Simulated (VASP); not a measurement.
# TlCl (Pm-3m) in VASP: further runs

Aim: see how the results for TlCl move with the level of theory and the settings. Levels: PBE, r2SCAN. Tasks: single point.

Program: VASP 6.6.1. These are calculated values, not measurements. Logs are shortened: lines on timing, memory, paths and dates and some standing lists are left out, and cuts for length are marked.

**1. The cell of the first run**

Symmetry: Pm-3m, No. 221, cubic system. Conventional cell: a = 3.901 Å, b = 3.901 Å, c = 3.901 Å, α = 90.00°, β = 90.00°, γ = 90.00°. Tl (site symmetry m-3m) has 8 Cl at 3.38 Å and 6 Tl at 3.90 Å within 4.4 Å. Within 4.4 Å of Cl (site symmetry m-3m) lie 8 Tl at 3.38 Å and 6 Cl at 3.90 Å.

**2. Single point, PBE**

File INCAR:

```
ALGO = Normal ; EDIFF = 1E-6
ENCUT = 500 ; GGA = PE
GGA_COMPAT = False ; ISIF = 2
ISMEAR = 0 ; LASPH = True
LCHARG = False ; LREAL = False
LWAVE = False ; NBANDS = 17
NELM = 120 ; PREC = Accurate
SIGMA = 0.02
```

File KPOINTS:

```
k-points
0
Gamma
  8 8 8
```

File POSCAR:

```
TlCl
1.0
    3.9005350309      0.0000000000      0.0000000000
    0.0000000000      3.9005350309      0.0000000000
    0.0000000000      0.0000000000      3.9005350309
Tl Cl
1 1
Direct
    0.0000000000      0.0000000000      0.0000000000
    0.5000000000      0.5000000000      0.5000000000
```

Potentials or basis: VASP PAW PBE potentials, release 64 (Tl_d, Cl).

Run with:

```
> cat potpaw_PBE.64/Tl_d/POTCAR potpaw_PBE.64/Cl/POTCAR > POTCAR
> mpirun -np 1 vasp_std > vasp.out
```

OUTCAR:

```text
EDIFF = 1E-6
   ENCUT = 500
   GGA = PE
   ISIF = 2
   ISMEAR = 0
   LASPH = True
   LREAL = False
   NELM = 120
   PREC = Accurate

 ion  position               nearest neighbor table
   1  0.000  0.000  0.000-   2 3.38   2 3.38   2 3.38   2 3.38   2 3.38   2 3.38   2 3.38   2 3.38

   2  0.500  0.500  0.500-   1 3.38   1 3.38   1 3.38   1 3.38   1 3.38   1 3.38   1 3.38   1 3.38

  LATTYP: Found a simple cubic cell.
 ALAT       =     3.9005350309

  Lattice vectors:

 A1 = (   3.9005350309,   0.0000000000,   0.0000000000)
 A2 = (   0.0000000000,   3.9005350309,   0.0000000000)
 A3 = (   0.0000000000,   0.0000000000,   3.9005350309)

Analysis of symmetry for initial positions (statically):
=====================================================================
 Subroutine PRICEL returns:
 Original cell was already a primitive cell.

 Routine SETGRP: Setting up the symmetry group for a
 simple cubic supercell.

 Subroutine GETGRP returns: Found 48 space group operations
 (whereof 48 operations were pure point group operations)
 out of a pool of 48 trial point group operations.

The static configuration has the point symmetry O_h .

Analysis of symmetry for dynamics (positions and initial velocities):
=====================================================================
 Subroutine PRICEL returns:
 Original cell was already a primitive cell.

 Routine SETGRP: Setting up the symmetry group for a
 simple cubic supercell.

 Subroutine GETGRP returns: Found 48 space group operations
 (whereof 48 operations were pure point group operations)
 out of a pool of 48 trial point group operations.

The dynamic configuration has the point symmetry O_h .

 Subroutine INISYM returns: Found 48 space group operations
 (whereof 48 operations are pure point group operations),
 and found     1 'primitive' translations

----------------------------------------------------------------------------------------

                                     Primitive cell

  volume of cell :      59.3434

  direct lattice vectors                    reciprocal lattice vectors
     3.900535031  0.000000000  0.000000000     0.256375085  0.000000000  0.000000000
     0.000000000  3.900535031  0.000000000     0.000000000  0.256375085  0.000000000
     0.000000000  0.000000000  3.900535031     0.000000000  0.000000000  0.256375085

  length of vectors
     3.900535031  3.900535031  3.900535031     0.256375085  0.256375085  0.256375085

  position of ions in fractional coordinates (direct lattice)
     0.000000000  0.000000000  0.000000000
     0.500000000  0.500000000  0.500000000

  ion indices of the primitive-cell ions
   primitive index   ion index
                 1           1
                 2           2

----------------------------------------------------------------------------------------

 KPOINTS: k-points

Automatic generation of k-mesh.
 Grid dimensions read from file:
 generate k-points for:    8    8    8

 Generating k-lattice:

  Cartesian coordinates                     Fractional coordinates (reciprocal lattice)
     0.032046886  0.000000000  0.000000000     0.125000000  0.000000000  0.000000000
     0.000000000  0.032046886  0.000000000     0.000000000  0.125000000  0.000000000
     0.000000000  0.000000000  0.032046886     0.000000000  0.000000000  0.125000000

  Length of vectors
     0.032046886  0.032046886  0.032046886

  Shift w.r.t. Gamma in fractional coordinates (k-lattice)
     0.000000000  0.000000000  0.000000000

 Subroutine IBZKPT returns following result:
 ===========================================

 Found     35 irreducible k-points:

 Following reciprocal coordinates:
            Coordinates               Weight
  0.000000  0.000000  0.000000      1.000000
  0.125000  0.000000  0.000000      6.000000
  0.250000  0.000000  0.000000      6.000000
  0.375000  0.000000  0.000000      6.000000
  0.500000  0.000000  0.000000      3.000000
  0.125000  0.125000  0.000000     12.000000
[... 16 lines left out ...]
  0.375000  0.375000  0.125000     24.000000
  0.500000  0.375000  0.125000     24.000000
 [... further k-points ...]
   k-points           NKPTS =     35   k-points in BZ     NKDIM =     35   number of bands    NBANDS=     17
   number of dos      NEDOS =    301   number of ions     NIONS =      2
   total plane-waves  NPLWV =  21952
   dimension x,y,z NGX =    28 NGY =   28 NGZ =   28
   dimension x,y,z NGXF=    56 NGYF=   56 NGZF=   56
   ions per type =               1   1
   NGX,Y,Z   is equivalent  to a cutoff of  11.93, 11.93, 11.93 a.u.
   NGXF,Y,Z  is equivalent  to a cutoff of  23.87, 23.87, 23.87 a.u.
 SYSTEM =  unknown system
   PREC   = accura    normal or accurate (medium, high low for compatibility)
   ISTART =      0    job   : 0-new  1-cont  2-samecut
   ICHARG =      2    charge: 1-file 2-atom 10-const
   ISPIN  =      1    spin polarized calculation?
   LNONCOLLINEAR =      F non collinear calculations
   LSORBIT =      F    spin-orbit coupling
   LASPH  =      T    aspherical Exc in radial PAW
   ENCUT  =  500.0 eV  36.75 Ry    6.06 a.u.   7.11  7.11  7.11*2*pi/ulx,y,z
   NELM   =    120;   NELMIN=  2; NELMDL= -5     # of ELM steps
   EDIFF  = 0.1E-05   stopping-criterion for ELM
   LREAL  =      F    real-space projection
   EDIFFG = 0.1E-04   stopping-criterion for IOM
   NSW    =      0    number of steps for IOM
   IBRION =     -1    ionic relax: 0-MD 1-quasi-New 2-CG
   NFREE  =      0    steps in history (QN), initial steepest desc. (CG)
   ISIF   =      2    stress and relaxation
   ISYM   =      2    0-nonsym 1-usesym 2-fastsym
   POTIM  = 0.5000    time-step for ionic-motion
   TEBEG  =    0.0;   TEEND  =   0.0 temperature during run
   PSTRESS=    0.0 pullay stress
   NELECT =      20.0000    total number of electrons
   NUPDOWN=      -1.0000    fix difference up-down
   EMIN   =  10.00;   EMAX   =-10.00  energy-range for DOS
   EFERMI =   0.00;   METHOD = LEGACY
   ISMEAR =     0;   SIGMA  =   0.02  broadening in eV -4-tet -1-fermi 0-gaus
   EFERMI_NEDOS =   21; number of points for ismear=-14 and -15
   IALGO  =     38    algorithm
   IMIX   =      4    mixing-type and parameters
     AMIX     =   0.40;   BMIX     =  1.00
     AMIX_MAG =   1.60;   BMIX_MAG =  1.00
  volume/ion in A,a.u.               =      29.67       200.23
  Fermi-wavevector in a.u.,A,eV,Ry     =   1.139272  2.152911 17.659546  1.297940
  Thomas-Fermi vector in A             =   2.275975
   LORBIT       =      0    0 simple, 1 ext, 2 COOP (PROOUT), +10 PAW based schemes
   GGA     = PE    functional components
   LHFCALC =     F    Hartree Fock is set to
   AEXX    =    0.0000 exact exchange contribution
   IVDW    =     0    specifies the selected vdW correction
   LEPSILON=     F    determine dielectric tensor
   LRPA    =     F    only Hartree local field effects (RPA)
 non-spin polarized calculation
 Gauss-broadening in eV      SIGMA  =   0.02
  energy-cutoff  :      500.00
  volume of cell :       59.34
 maximum number of plane-waves:      1528
   NGX = 15   NGY = 15   NGZ = 15

 number of electron      20.0000001 magnetization

 Free energy of the ion-electron system (eV)
  ---------------------------------------------------
  ext. energy  EPLUGINS =         0.00000000
  ---------------------------------------------------
  free energy    TOTEN  =        -6.01566502 eV

  energy without entropy =       -6.01566502  energy(sigma->0) =       -6.01566502

 E-fermi :   2.2750     XC(G=0):  -8.8888

 val. band max:        2.1535479643   @ k =   0.5000   0.0000   0.0000
 cond. band min:       4.3592932380   @ k =   0.5000   0.0000   0.0000
 fundamental gap:      2.2057452737
 Fermi energy:         2.2750300747

 k-point     1 :       0.0000    0.0000    0.0000
  band No.  band energies     occupation
      1     -11.3176      2.00000
      2      -7.6849      2.00000
      3      -7.6849      2.00000
      4      -7.4734      2.00000
      5      -7.4734      2.00000
      6      -7.4734      2.00000
[... 9 lines left out ...]
     16      14.1569      0.00000
     17      16.3265      0.00000

 k-point     2 :       0.1250    0.0000    0.0000
  band No.  band energies     occupation
      1     -11.2880      2.00000
      2      -7.6832      2.00000
      3      -7.6624      2.00000
      4      -7.4833      2.00000
      5      -7.4833      2.00000
      6      -7.4725      2.00000
[... 9 lines left out ...]
     16      14.9822      0.00000
     17      16.1545      0.00000

 k-point     3 :       0.2500    0.0000    0.0000
  band No.  band energies     occupation
      1     -11.2147      2.00000
      2      -7.6791      2.00000
      3      -7.6091      2.00000
      4      -7.5071      2.00000
      5      -7.5071      2.00000
      6      -7.4703      2.00000
[... 9 lines left out ...]
     16      15.2771      0.00000
     17      16.1910      0.00000

 k-point     4 :       0.3750    0.0000    0.0000
  band No.  band energies     occupation
      1     -11.1383      2.00000
      2      -7.6750      2.00000
      3      -7.5578      2.00000
      4      -7.5305      2.00000
      5      -7.5305      2.00000
      6      -7.4681      2.00000
[... 9 lines left out ...]
     16      14.3521      0.00000
     17      16.3331      0.00000
[... 343 lines left out ...]
      1     -11.0414      2.00000
      2      -7.6025      2.00000
      3      -7.5564      2.00000
      4      -7.5079      2.00000
      5      -7.5076      2.00000
      6      -7.4836      2.00000
[... 9 lines left out ...]
     16      14.0008      0.00000
     17      16.1215      0.00000

 k-point    23 :       0.3750    0.3750    0.1250
  band No.  band energies     occupation
      1     -11.0224      2.00000
      2      -7.5862      2.00000
      3      -7.5448      2.00000
      4      -7.5299      2.00000
      5      -7.5034      2.00000
      6      -7.4612      2.00000
[... 9 lines left out ...]
     16      13.8334      0.00000
     17      15.3411      0.00000

 k-point    24 :       0.5000    0.3750    0.1250
  band No.  band energies     occupation
      1     -11.0049      2.00000
      2      -7.5806      2.00000
      3      -7.5478      2.00000
      4      -7.5288      2.00000
      5      -7.5085      2.00000
      6      -7.4399      2.00000
[... 9 lines left out ...]
     16      13.7255      0.00000
     17      15.6743      0.00000

 [... further k-points ...]

------------------------ aborting loop because EDIFF is reached ----------------------------------------

  FORCE on cell =-STRESS in cart. coord.  units (eV):
  Direction    XX          YY          ZZ          XY          YZ          ZX
  --------------------------------------------------------------------------------------
  -------------------------------------------------------------------------------------
  Total       -0.0267241     -0.0267241     -0.0267241      0.0000000      0.0000000      0.0000000
  in kB       -0.7215075     -0.7215075     -0.7215075      0.0000000      0.0000000      0.0000000
  external PRESSURE =      -0.7215075 kB  Pullay stress =       0.0000000 kB

 VOLUME and BASIS-vectors are now :
 -----------------------------------------------------------------------------
  energy-cutoff  :      500.00
  volume of cell :       59.34
      direct lattice vectors                 reciprocal lattice vectors
     3.900535031  0.000000000  0.000000000     0.256375085  0.000000000  0.000000000
     0.000000000  3.900535031  0.000000000     0.000000000  0.256375085  0.000000000
     0.000000000  0.000000000  3.900535031     0.000000000  0.000000000  0.256375085

 POSITION                                       TOTAL-FORCE (eV/Angst)
 -----------------------------------------------------------------------------------
      0.00000      0.00000      0.00000         0.000000      0.000000      0.000000
      1.95027      1.95027      1.95027         0.000000      0.000000      0.000000
 -----------------------------------------------------------------------------------
    total drift:                               -0.000000      0.000000      0.000000

  FREE ENERGIE OF THE ION-ELECTRON SYSTEM (eV)
  ---------------------------------------------------
  free  energy   TOTEN  =        -6.0156650170 eV

  energy  without entropy=       -6.0156650170  energy(sigma->0) =       -6.01566502
```

Wall time 17 s (1 thread of AMD EPYC 7R13 (Zen 3), shared host); peak memory 0.14 GiB.

What came out:

- Free energy: -6.0157 eV
- Pressure: -0.1 GPa
- Band gap on the k mesh: 2.21 eV

Caveat: spin-orbit coupling is left out, which moves the levels of the heavy elements.

**3. Single point, r2SCAN**

POSCAR is that of step 2.

File INCAR.step1:

```
SYSTEM = TlCl
  PREC = Accurate
  ENCUT = 550
  ISMEAR = 0
  SIGMA = 0.02
  LREAL = .False.
  LASPH = .True.
  NELM = 120
  NBANDS = 17
  GGA = PE
  ALGO = Normal
  EDIFF = 1E-5
  LWAVE = .True.
  LCHARG = .False.
  GGA_COMPAT = .False.
```

File INCAR.step2:

```
SYSTEM = TlCl
  PREC = Accurate
  ENCUT = 550
  EDIFF = 1E-6
  ISMEAR = 0
  SIGMA = 0.02
  LREAL = .False.
  LASPH = .True.
  NELM = 120
  ALGO = Normal
  ISIF = 2
  LWAVE = .False.
  LCHARG = .False.
  METAGGA = R2SCAN
  LMIXTAU = .True.
  NBANDS = 17
  ISTART = 1
  GGA_COMPAT = .False.
```

File KPOINTS:

```
regular mesh
0
Gamma
  8 8 8
  0 0 0
```

Potentials or basis: VASP PAW PBE potentials, release 64 (Tl_d, Cl).

Run with:

```
> cat potpaw_PBE.64/Tl_d/POTCAR potpaw_PBE.64/Cl/POTCAR > POTCAR
> cp INCAR.step1 INCAR
> mpirun -np 1 vasp_std > vasp.out
> cp INCAR.step2 INCAR
> mpirun -np 1 vasp_std > vasp.out
```

Run time: 89 s. Hardware: 1 thread of AMD EPYC 7R13 (Zen 3), shared host; peak memory 0.16 GiB.

It converged, with:

- Free energy: -61.5389 eV
- Pressure: -1.3 GPa
- Band gap on the k mesh: 2.63 eV

Levels at points of the mesh, in eV from the valence-band top:
```csv
k point,band 7,band 8,band 9,band 10,band 11,band 12,band 13,band 14
"(0.00, 0.00, 0.00)",-4.38,-1.36,-1.36,-1.36,8.15,8.15,8.15,8.49
"(0.50, 0.00, 0.00)",-5.19,-0.98,-0.98,0.00,2.63,7.04,7.04,9.54
"(0.50, 0.50, 0.00)",-3.25,-2.70,-2.70,-0.93,5.25,5.25,8.76,9.08
"(0.50, 0.50, 0.50)",-2.17,-1.85,-1.85,-1.85,3.11,3.11,3.11,13.44
```

Caveat: the PAW data sets were made with another functional, which shifts forces and pressure a little; spin-orbit coupling is left out, which moves the levels of the heavy elements.
